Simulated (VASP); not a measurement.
The system is BaO.

```
CELL_PARAMETERS angstrom
0.00000 2.77194 2.77194
2.77194 0.00000 2.77194
2.77194 2.77194 0.00000
ATOMIC_POSITIONS crystal
Ba 0.00000 0.00000 0.00000
O 0.50000 0.50000 0.50000
```

Base run:

```yaml
Program: VASP 6.6.1
Functional: HSE06
Potentials_or_basis: VASP PAW PBE potentials, release 64 (Ba_sv, O)
Cutoff: 520 eV
k_mesh: 6 × 6 × 6
Occupations: gaussian, width 0.01 eV
Spin: no spin polarisation
```

Its results: band gap on the k mesh 3.26 eV; pressure 1.1 GPa.

Q: The run is repeated on the same cell with these changes: functional from HSE06 to r2SCAN0; cutoff from 520 eV to 580 eV. What comes out?

A: Band gap on the k mesh 4.22 eV; pressure 0.5 GPa.

Caveats: the PAW data sets were made with another functional, which shifts forces and pressure a little; spin-orbit coupling is left out, which moves the levels of the heavy elements.

A k mesh can miss the band edges.
